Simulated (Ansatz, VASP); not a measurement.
# Two plane-wave programs on In

The input INCAR:

```
SYSTEM = In
PREC = Accurate
ENCUT = 520
EDIFF = 1E-7
ISMEAR = -1
SIGMA = 0.1
LREAL = .FALSE.
LASPH = .TRUE.
NELM = 80
ALGO = Normal
ISIF = 2
LWAVE = .FALSE.
LCHARG = .TRUE.
GGA = PS
LELF = .TRUE.
LVHAR = .TRUE.
NBANDS = 26
```

KPOINTS

```
Automatic mesh
0
G
  8 8 11
  0 0 0
```

Contents of POSCAR:

```
In
1.0
    5.3972273419      0.0000000000      0.0000000000
   -2.6986136710      4.6741359881      0.0000000000
    0.0000000000      0.0000000000      3.3312758688
In
3
Direct
    0.0000000000      1.0000000000      0.0000000000
    0.3333333333      0.6666666667      0.5000000000
    0.6666666667      0.3333333333      0.5000000000
```

Input for Ansatz:

```yaml
crystal:
  lattice:
    - [5.3972273419, 0.0, 0.0]
    - [-2.698613671, 4.6741359881, 0.0]
    - [0.0, 0.0, 3.3312758688]
  atoms:
    - { symbol: In, position: [0.0, 1.0, 0.0] }
    - { symbol: In, position: [0.3333333333, 0.6666666667, 0.5] }
    - { symbol: In, position: [0.6666666667, 0.3333333333, 0.5] }
hamiltonian:
  xc: pbesol
  pseudopotentials:
    kind: paw
    azcp:
      In: "pseudopotentials/In.paw.azcp"
basis:
  ecutwfc: 420
  fft_grid_basis: typed
kpoints:
  mp_grid: { grid: [8, 8, 11], shift: [0, 0, 0] }
magnetization:
  spin_polarized: false
scf:
  occupations: { method: fermi_dirac, width: 0.1 }
  lower_state_search: "off"
output:
  stress: true
```

Alike in both runs: task single point; functional PBEsol; k mesh 8 × 8 × 11; occupations fermi-dirac, width 0.1 eV; no spin polarisation.

```csv
,VASP,Ansatz
version,VASP 6.6.1,Ansatz 0.2.0
potentials or method,"VASP PAW PBE potentials, release 64 (In_d), cutoff 520 eV","plane waves (420 eV) with PAW, scalar-relativistic"
valence electrons in the cell,39,39
```

|  | VASP | Ansatz | Ansatz less VASP |
| --- | --- | --- | --- |
| pressure (GPa) | -2.7 | -2.6 | +0.04 |
| traceless stress, the component that is largest in VASP (GPa) | -0.11 | -0.11 | +0.005 |

VASP's potentials were made for PBE, not for PBEsol, and Ansatz warns of the same on its side. The functional is the same, so the differences come from potentials, cutoffs and numerics.
